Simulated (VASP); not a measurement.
Be3ZnSe4:

```xyz
8
Lattice="3.7522 0.0000 0.0000 0.0000 7.5044 0.0000 0.0000 0.0000 5.3064" Properties=species:S:1:pos:R:3 pbc="T T T"
Be    0.0000    3.7522    0.0000
Be    1.8761    5.6283    2.6532
Be    1.8761    1.8761    2.6532
Zn    0.0000    0.0000    0.0000
Se    0.0000    1.8761    1.3266
Se    0.0000    5.6283    1.3266
Se    1.8761    0.0000    3.9798
Se    1.8761    3.7522    3.9798
```

| Quantity | Value |
| --- | --- |
| Program | VASP 6.6.1 |
| Task | relaxation of cell and atoms |
| Functional | PBE |
| Potentials or basis | VASP PAW PBE potentials, release 64 (Be, Zn, Se) |
| Cutoff | 600 eV |
| k mesh | 4 × 2 × 4 |
| Occupations | gaussian, width 0.1 eV |
| Spin | no spin polarisation |

At the start: pressure 2.3 GPa; volume 18.68 Å³/atom.

Question: How do energy, volume and symmetry change on relaxing?

Answer: Over 10 steps the energy falls by 63.2 meV/atom and the volume is 18.85 Å³/atom (+0.9 %); space group Pmm2 (No. 25, to 0.1 Å) before and after.

The path:
| step | energy change (eV) | largest force (eV/Å) | pressure (GPa) | volume (Å³) |
| --- | --- | --- | --- | --- |
| 1 | 0.0000 | 2.2850 | 2.25 | 149.42 |
| 2 | -0.3937 | 0.8154 | -1.47 | 155.17 |
| 3 | -0.4090 | 0.4946 | -2.21 | 156.67 |
| 4 | -0.4806 | 0.3136 | -0.10 | 151.31 |
| 5 | -0.4829 | 0.3152 | 0.39 | 150.22 |
| 6 | -0.4969 | 0.1914 | 0.21 | 150.48 |
| 7 | -0.5032 | 0.1130 | 0.02 | 150.79 |
| 8 | -0.5050 | 0.0666 | -0.02 | 150.90 |
| 9 | -0.5051 | 0.0509 | -0.05 | 150.94 |
| 10 | -0.5056 | 0.0287 | 0.06 | 150.79 |

Final structure:
```cif
data_structure
_symmetry_space_group_name_H-M 'P 1'
_symmetry_Int_Tables_number 1
_cell_length_a 3.7620
_cell_length_b 7.5611
_cell_length_c 5.3010
_cell_angle_alpha 90.000
_cell_angle_beta 90.000
_cell_angle_gamma 90.000
_cell_volume 150.79
loop_
_atom_site_label
_atom_site_type_symbol
_atom_site_fract_x
_atom_site_fract_y
_atom_site_fract_z
_atom_site_occupancy
Be1 Be 0.00000 0.50000 0.00202 1
Be2 Be 0.50000 0.74053 0.50025 1
Be3 Be 0.50000 0.25947 0.50025 1
Zn1 Zn 0.00000 0.00000 0.00218 1
Se1 Se 0.00000 0.26737 0.26284 1
Se2 Se 0.00000 0.73263 0.26284 1
Se3 Se 0.50000 0.00000 0.71030 1
Se4 Se 0.50000 0.50000 0.75932 1
```
